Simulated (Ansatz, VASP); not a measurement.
One calculation of VH, two programs

```xyz
2
Lattice="0.0000 1.9638 1.9638 1.9638 0.0000 1.9638 1.9638 1.9638 0.0000" Properties=species:S:1:pos:R:3 pbc="T T T"
V     0.0000    0.0000    0.0000
H     1.9638    1.9638    1.9638
```

Change from the starting cell: volume scaled by 1, PAW files.

Alike in both runs: task electric field gradients; functional r2SCAN; k mesh 16 × 16 × 16; occupations fermi-dirac, width 0.05 eV; no spin polarisation.

```csv
,VASP,Ansatz
version,VASP 6.6.1,Ansatz 0.2.0
potentials or method,"VASP PAW PBE potentials, release 64 (V_sv, H)","PAW with Ansatz's default frozen-core files, scalar-relativistic"
plane-wave cutoff (eV),520,500
valence electrons in the cell,14,14
```

|  | VASP | Ansatz | Ansatz less VASP |
| --- | --- | --- | --- |
| pressure (GPa) | -0.1 | -0.8 | -0.68 |

VASP's potentials were made for PBE, not for r2SCAN.
